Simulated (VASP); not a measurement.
Set up this calculation in VASP 6.6.1, as the native input.

```yaml
Task: single point
Functional: PBE
Potentials_or_basis: VASP PAW PBE potentials, release 64 (Sc_sv, As)
Cutoff: 520 eV
k_mesh: 6 × 6 × 2
Occupations: gaussian, width 0.2 eV
Spin: no spin polarisation
Dipole_correction: no
Further_INCAR_settings: ALGO = Fast; EDIFF = 1e-06; NBANDS = 44
```

The structure of Sc6As lies in POSCAR:

```
Sc6As
1.0
    3.4860513742      0.0000000000      0.0000000000
   -1.7430256871      3.0190090489      0.0000000000
    0.0000000000      0.0000000000     16.2908792771
Sc As
6 1
Direct
    0.3333333333      0.6666666667      0.4224321029
    0.6666666667      0.3333333333      0.5775678971
    0.3333333333      0.6666666667      0.1039145594
    0.6666666667      0.3333333333      0.8960854406
    0.3333333333      0.6666666667      0.7311952677
    0.6666666667      0.3333333333      0.2688047323
    0.0000000000      0.0000000000      0.0000000000
```

The input as run:

INCAR

```
SYSTEM = Sc6As
  PREC = Accurate
  ENCUT = 520
  EDIFF = 1E-6
  ISMEAR = 0
  SIGMA = 0.2
  LREAL = .False.
  LASPH = .True.
  NELM = 100
  ALGO = Fast
  ISIF = 2
  LWAVE = .False.
  LCHARG = .False.
  GGA = PE
  NBANDS = 44
```

KPOINTS

```
regular mesh
0
Gamma
  6 6 2
  0 0 0
```

Potentials or basis: VASP PAW PBE potentials, release 64 (Sc_sv, As).

Run with:

```console
$ cat potpaw_PBE.64/Sc_sv/POTCAR potpaw_PBE.64/As/POTCAR > POTCAR
$ mpirun -np 1 vasp_std > vasp.out
```

It gave:

```
Pressure      : 0.2 GPa
Largest force : 0.020 eV/Å
```

Run time: 2.6 min on 1 thread of AMD EPYC 9R45 96-Core Processor (Zen 5), on a shared host, peak memory 0.31 GiB.
